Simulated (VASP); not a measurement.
# MgO (Fm-3m) in VASP: further runs

Aim: see how the results for MgO move with the level of theory and the settings. Levels: HSE06, PBE0. Tasks: single point.

Program: VASP 6.6.1. These are calculated values, not measurements. Logs are shortened: lines on timing, memory, paths and dates and some standing lists are left out, and cuts for length are marked.

**What was measured.**

“Electronic structure of alkaline earth and post-transition metal oxides”, 2009, arxiv:0908.1581 quotes, for a bulk crystal of MgO: band gap 7.83 eV.

The results are compared with them further down.

## (1) The cell of the first run

The structure is cubic, space group Fm-3m (No. 225). The conventional cell has a = 4.204 Å, b = 4.204 Å, c = 4.204 Å, α = 90.00°, β = 90.00°, γ = 90.00°. Mg (site symmetry m-3m) has 6 O at 2.10 Å within 2.8 Å. Within 2.8 Å of O (site symmetry m-3m) lie 6 Mg at 2.10 Å.

## (2) Single point, HSE06

POSCAR reads:

```
MgO
1.0
    0.0000000000      2.1021680262      2.1021680262
    2.1021680262      0.0000000000      2.1021680262
    2.1021680262      2.1021680262      0.0000000000
Mg O
1 1
Direct
    0.0000000000      0.0000000000      0.0000000000
    0.5000000000      0.5000000000      0.5000000000
```

INCAR.step1 reads:

```
PREC = Accurate
ENCUT = 520
EDIFF = 1E-5
ISMEAR = 0
SIGMA = 0.01
LREAL = F
LASPH = T
NELM = 60
ALGO = Normal
ISIF = 2
LWAVE = T
LCHARG = F
NBANDS = 11
GGA = PE
```

INCAR.step2 reads:

```
PREC = Accurate
ENCUT = 520
EDIFF = 1E-6
ISMEAR = 0
SIGMA = 0.01
LREAL = F
LASPH = T
NELM = 60
ALGO = Normal
ISIF = 2
LWAVE = F
LCHARG = F
GGA = PE
LHFCALC = T
HFSCREEN = 0.2079
PRECFOCK = Normal
NBANDS = 11
ISTART = 1
```

KPOINTS reads:

```
regular mesh
0
Gamma
  8 8 8
```

Potentials or basis: VASP PAW PBE potentials, release 64 (Mg, O).

The run is started by

```console
$ cat potpaw_PBE.64/Mg/POTCAR potpaw_PBE.64/O/POTCAR > POTCAR
$ cp INCAR.step1 INCAR
$ mpirun -np 1 vasp_std > vasp.out
$ cp INCAR.step2 INCAR
$ mpirun -np 1 vasp_std > vasp.out
```

OUTCAR:

```text
PREC = Accurate
   ENCUT = 520
   EDIFF = 1E-6
   ISMEAR = 0
   LREAL = F
   LASPH = T
   NELM = 60
   ISIF = 2
   GGA = PE
   LHFCALC = T
   HFSCREEN = 0.2079
   PRECFOCK = Normal
   ISTART = 1

 ion  position               nearest neighbor table
   1  0.000  0.000  0.000-   2 2.10   2 2.10   2 2.10   2 2.10   2 2.10   2 2.10
   2  0.500  0.500  0.500-   1 2.10   1 2.10   1 2.10   1 2.10   1 2.10   1 2.10

  LATTYP: Found a face centered cubic cell.
 ALAT       =     4.2043360524

  Lattice vectors:

 A1 = (   0.0000000000,   2.1021680262,   2.1021680262)
 A2 = (   2.1021680262,   0.0000000000,   2.1021680262)
 A3 = (   2.1021680262,   2.1021680262,   0.0000000000)

Analysis of symmetry for initial positions (statically):
=====================================================================
 Subroutine PRICEL returns:
 Original cell was already a primitive cell.

 Routine SETGRP: Setting up the symmetry group for a
 face centered cubic supercell.

 Subroutine GETGRP returns: Found 48 space group operations
 (whereof 48 operations were pure point group operations)
 out of a pool of 48 trial point group operations.

The static configuration has the point symmetry O_h .

Analysis of symmetry for dynamics (positions and initial velocities):
=====================================================================
 Subroutine PRICEL returns:
 Original cell was already a primitive cell.

 Routine SETGRP: Setting up the symmetry group for a
 face centered cubic supercell.

 Subroutine GETGRP returns: Found 48 space group operations
 (whereof 48 operations were pure point group operations)
 out of a pool of 48 trial point group operations.

The dynamic configuration has the point symmetry O_h .

 Subroutine INISYM returns: Found 48 space group operations
 (whereof 48 operations are pure point group operations),
 and found     1 'primitive' translations

----------------------------------------------------------------------------------------

                                     Primitive cell

  volume of cell :      18.5794

  direct lattice vectors                    reciprocal lattice vectors
     0.000000000  2.102168026  2.102168026    -0.237849684  0.237849684  0.237849684
     2.102168026  0.000000000  2.102168026     0.237849684 -0.237849684  0.237849684
     2.102168026  2.102168026  0.000000000     0.237849684  0.237849684 -0.237849684

  length of vectors
     2.972914533  2.972914533  2.972914533     0.411967737  0.411967737  0.411967737

  position of ions in fractional coordinates (direct lattice)
[... 98 lines left out ...]
     AMIX     =   0.40;   BMIX     =  1.00
     AMIX_MAG =   1.60;   BMIX_MAG =  1.00
  volume/ion in A,a.u.               =       9.29        62.69
  Fermi-wavevector in a.u.,A,eV,Ry     =   1.236215  2.336108 20.792804  1.528228
  Thomas-Fermi vector in A             =   2.370833
   LORBIT       =      0    0 simple, 1 ext, 2 COOP (PROOUT), +10 PAW based schemes
   GGA     = PE    functional components
   LHFCALC =     T    Hartree Fock is set to
   PRECFOCK=normal    Normal, Fast or Accurate (Low or Medium for compatibility)
   ENCUT4O =  -1.0   cutoff for four orbital integrals eV
   NKREDX  =     1    reduce k-point grid by
   NKREDY  =     1    reduce k-point grid by
   NKREDZ  =     1    reduce k-point grid by
   AEXX    =    0.2500 exact exchange contribution
   HFSCREEN=    0.2079 screening length (either q_TF or 0.3 A-1)
   HFSCREENC=   0.2079 screening length for correlation (either q_TF or 0.3 A-1)
   ENCUTFOCK=  -1.0 apply spherical cutoff to Coloumb kernel
   IVDW    =     0    specifies the selected vdW correction
   LEPSILON=     F    determine dielectric tensor
   LRPA    =     F    only Hartree local field effects (RPA)
 non-spin polarized calculation
 Gauss-broadening in eV      SIGMA  =   0.01
  energy-cutoff  :      520.00
  volume of cell :       18.58
 maximum number of plane-waves:       531
 NGX is ok and might be reduce to    24
  NGX = 18; NGY = 18; NGZ = 18

 number of electron       8.0000004 magnetization

 Free energy of the ion-electron system (eV)
  ---------------------------------------------------
  ext. energy  EPLUGINS =         0.00000000
  ---------------------------------------------------
  free energy    TOTEN  =       -14.21023072 eV

  energy without entropy =      -14.21023072  energy(sigma->0) =      -14.21023072

 E-fermi :   2.0605     XC(G=0):  -9.1175

 val. band max:        1.9803145893   @ k =   0.0000   0.0000   0.0000
 cond. band min:       8.4761435705   @ k =   0.0000   0.0000   0.0000
 fundamental gap:      6.4958289812
 Fermi energy:         2.0604964542

 k-point     1 :       0.0000    0.0000    0.0000
  band No.  band energies     occupation
      1     -16.8722      2.00000
      2       1.9803      2.00000
      3       1.9803      2.00000
      4       1.9803      2.00000
      5       8.4761      0.00000
      6      19.7648      0.00000
      7      19.7648      0.00000
      8      19.7648      0.00000
      9      23.7081      0.00000
     10      25.6478      0.00000
     11      25.6478      0.00000
[... 309 lines left out ...]
 k-point    24 :      -0.3750    0.2500    0.1250
  band No.  band energies     occupation
      1     -15.3506      2.00000
      2      -2.3145      2.00000
      3      -0.1008      2.00000
      4       0.9021      2.00000
      5      13.5720      0.00000
      6      16.3836      0.00000
      7      17.5274      0.00000
      8      21.0831      0.00000
      9      24.7260      0.00000
     10      26.4089      0.00000
     11      30.4571      0.00000

 [... further k-points ...]

------------------------ aborting loop because EDIFF is reached ----------------------------------------

  FORCE on cell =-STRESS in cart. coord.  units (eV):
  Direction    XX          YY          ZZ          XY          YZ          ZX
  --------------------------------------------------------------------------------------
  -------------------------------------------------------------------------------------
  Total       -0.0749446     -0.0749446     -0.0749446      0.0000000      0.0000000     -0.0000000
  in kB       -6.4627667     -6.4627667     -6.4627667      0.0000000      0.0000000     -0.0000000
  external PRESSURE =      -6.4627667 kB  Pullay stress =       0.0000000 kB

 VOLUME and BASIS-vectors are now :
 -----------------------------------------------------------------------------
  energy-cutoff  :      520.00
  volume of cell :       18.58
      direct lattice vectors                 reciprocal lattice vectors
     0.000000000  2.102168026  2.102168026    -0.237849684  0.237849684  0.237849684
     2.102168026  0.000000000  2.102168026     0.237849684 -0.237849684  0.237849684
     2.102168026  2.102168026  0.000000000     0.237849684  0.237849684 -0.237849684

 POSITION                                       TOTAL-FORCE (eV/Angst)
 -----------------------------------------------------------------------------------
      0.00000      0.00000      0.00000         0.000000     -0.000000     -0.000000
      2.10217      2.10217      2.10217        -0.000000      0.000000      0.000000
 -----------------------------------------------------------------------------------
    total drift:                                0.000000     -0.000000     -0.000000

  FREE ENERGIE OF THE ION-ELECTRON SYSTEM (eV)
  ---------------------------------------------------
  free  energy   TOTEN  =       -14.2102307161 eV

  energy  without entropy=      -14.2102307161  energy(sigma->0) =      -14.21023072
```

Wall time 44 min (1 thread of Intel Xeon 8259CL, shared host); peak memory 0.27 GiB.

What came out:

- Free energy: -14.2102 eV
- Pressure: -0.6 GPa
- Band gap on the k mesh: 6.50 eV

Levels at points of the mesh, in eV from the valence-band top:
| k point | band 1 | band 2 | band 3 | band 4 | band 5 | band 6 | band 7 | band 8 | band 9 |
| --- | --- | --- | --- | --- | --- | --- | --- | --- | --- |
| (0.00, 0.00, 0.00) | -18.85 | 0.00 | 0.00 | 0.00 | 6.50 | 17.78 | 17.78 | 17.78 | 21.73 |
| (0.50, 0.00, 0.00) | -17.49 | -4.95 | -0.72 | -0.72 | 9.71 | 14.93 | 18.38 | 18.38 | 23.12 |
| (0.50, 0.50, 0.00) | -17.21 | -4.41 | -1.48 | -1.48 | 10.86 | 11.91 | 15.42 | 21.46 | 21.46 |

Caveat: the PAW data sets were made with another functional, which shifts forces and pressure a little.

## (3) Single point, PBE0

POSCAR is that of step 2.

INCAR.step1 reads:

```
SYSTEM = MgO
ALGO = Normal
EDIFF = 1E-5
ENCUT = 520
GGA = PE
ISIF = 2
ISMEAR = 0
LASPH = .True.
LCHARG = .False.
LREAL = .False.
LWAVE = .True.
NBANDS = 11
NELM = 80
PREC = Accurate
SIGMA = 0.01
```

INCAR.step2 reads:

```
SYSTEM = MgO
AEXX = 0.25
ALGO = Normal
EDIFF = 1E-6
ENCUT = 520
GGA = PE
ISIF = 2
ISMEAR = 0
ISTART = 1
LASPH = .True.
LCHARG = .False.
LHFCALC = .True.
LREAL = .False.
LWAVE = .False.
NBANDS = 11
NELM = 80
PREC = Accurate
PRECFOCK = Normal
SIGMA = 0.01
```

KPOINTS reads:

```
k-points
0
Gamma
  8 8 8
  0 0 0
```

Potentials or basis: VASP PAW PBE potentials, release 64 (Mg, O).

The run is started by

```console
$ cat potpaw_PBE.64/Mg/POTCAR potpaw_PBE.64/O/POTCAR > POTCAR
$ cp INCAR.step1 INCAR
$ mpirun -np 1 vasp_std > vasp.out
$ cp INCAR.step2 INCAR
$ mpirun -np 1 vasp_std > vasp.out
```

OUTCAR:

```text
SYSTEM = MgO
   AEXX = 0.25
   EDIFF = 1E-6
   ENCUT = 520
   GGA = PE
   ISIF = 2
   ISMEAR = 0
   ISTART = 1
   LASPH = .True.
   LHFCALC = .True.
   LREAL = .False.
   NELM = 80
   PREC = Accurate
   PRECFOCK = Normal

 ion  position               nearest neighbor table
   1  0.000  0.000  0.000-   2 2.10   2 2.10   2 2.10   2 2.10   2 2.10   2 2.10
   2  0.500  0.500  0.500-   1 2.10   1 2.10   1 2.10   1 2.10   1 2.10   1 2.10

  LATTYP: Found a face centered cubic cell.
 ALAT       =     4.2043360524

  Lattice vectors:

 A1 = (   0.0000000000,   2.1021680262,   2.1021680262)
[... 532 lines left out ...]

  FORCE on cell =-STRESS in cart. coord.  units (eV):
  Direction    XX          YY          ZZ          XY          YZ          ZX
  --------------------------------------------------------------------------------------
  -------------------------------------------------------------------------------------
  Total       -0.0729872     -0.0729872     -0.0729872      0.0000000      0.0000000      0.0000000
  in kB       -6.2939783     -6.2939783     -6.2939783      0.0000000      0.0000000      0.0000000
  external PRESSURE =      -6.2939783 kB  Pullay stress =       0.0000000 kB

 VOLUME and BASIS-vectors are now :
 -----------------------------------------------------------------------------
  energy-cutoff  :      520.00
  volume of cell :       18.58
      direct lattice vectors                 reciprocal lattice vectors
     0.000000000  2.102168026  2.102168026    -0.237849684  0.237849684  0.237849684
     2.102168026  0.000000000  2.102168026     0.237849684 -0.237849684  0.237849684
     2.102168026  2.102168026  0.000000000     0.237849684  0.237849684 -0.237849684

 POSITION                                       TOTAL-FORCE (eV/Angst)
 -----------------------------------------------------------------------------------
      0.00000      0.00000      0.00000         0.000000      0.000000      0.000000
      2.10217      2.10217      2.10217        -0.000000     -0.000000     -0.000000
 -----------------------------------------------------------------------------------
    total drift:                               -0.000000     -0.000000     -0.000000

  FREE ENERGIE OF THE ION-ELECTRON SYSTEM (eV)
  ---------------------------------------------------
  free  energy   TOTEN  =       -14.7875822262 eV

  energy  without entropy=      -14.7875822262  energy(sigma->0) =      -14.78758223
```

OSZICAR.step1:

```text
N       E                     dE             d eps       ncg     rms          rms(c)
DAV:   1     0.135338910054E+02    0.13534E+02   -0.46257E+03   734   0.648E+02
DAV:   2    -0.128738817524E+02   -0.26408E+02   -0.26004E+02   749   0.135E+02
DAV:   3    -0.134625725527E+02   -0.58869E+00   -0.58820E+00   758   0.175E+01
DAV:   4    -0.134639902866E+02   -0.14177E-02   -0.14177E-02   698   0.982E-01
DAV:   5    -0.134639947626E+02   -0.44760E-05   -0.44760E-05   743   0.535E-02    0.722E+00
DAV:   6    -0.119195402620E+02    0.15445E+01   -0.87430E+00   665   0.163E+01    0.221E+00
DAV:   7    -0.119080603662E+02    0.11480E-01   -0.51865E-02   695   0.207E+00    0.134E+00
DAV:   8    -0.119028967820E+02    0.51636E-02   -0.26969E-02   671   0.185E+00    0.230E-01
DAV:   9    -0.119025529777E+02    0.34380E-03   -0.52517E-04   725   0.160E-01    0.129E-01
DAV:  10    -0.119025530762E+02   -0.98552E-07   -0.45395E-04   701   0.158E-01    0.845E-03
DAV:  11    -0.119025548909E+02   -0.18147E-05   -0.22363E-06   382   0.129E-02
   1 F= -.11902555E+02 E0= -.11902555E+02  d E =-.779448E-20
```

It took 54 min on 1 thread of Intel Xeon 8259CL, shared host; peak memory 0.17 GiB.

Results:

| Quantity | Value |
| --- | --- |
| Free energy | -14.7876 eV |
| Pressure | -0.6 GPa |
| Band gap on the k mesh | 7.24 eV |

Levels at points of the mesh, in eV from the valence-band top:
| k point | band 1 | band 2 | band 3 | band 4 | band 5 | band 6 | band 7 | band 8 |
| --- | --- | --- | --- | --- | --- | --- | --- | --- |
| (0.00, 0.00, 0.00) | -18.88 | 0.00 | 0.00 | 0.00 | 7.24 | 18.57 | 18.57 | 18.57 |
| (0.50, 0.00, 0.00) | -17.51 | -4.99 | -0.73 | -0.73 | 10.47 | 15.72 | 19.17 | 19.17 |
| (0.50, 0.50, 0.00) | -17.23 | -4.44 | -1.49 | -1.49 | 11.62 | 12.69 | 16.20 | 22.25 |

Caveat: the PAW data sets were made with another functional, which shifts forces and pressure a little.

## (4) Against experiment

Step 2. Measured gap of MgO: 7.83 eV (quoted in “Electronic structure of alkaline earth and post-transition metal oxides”, 2009, arxiv:0908.1581). This calculation gives 6.50 eV (-1.33 eV). The value is that of HSE06, without temperature or zero-point motion.

Step 3. Measured gap of MgO: 7.83 eV (quoted in “Electronic structure of alkaline earth and post-transition metal oxides”, 2009, arxiv:0908.1581). This calculation gives 7.24 eV (-0.59 eV). The value is that of PBE0, without temperature or zero-point motion.
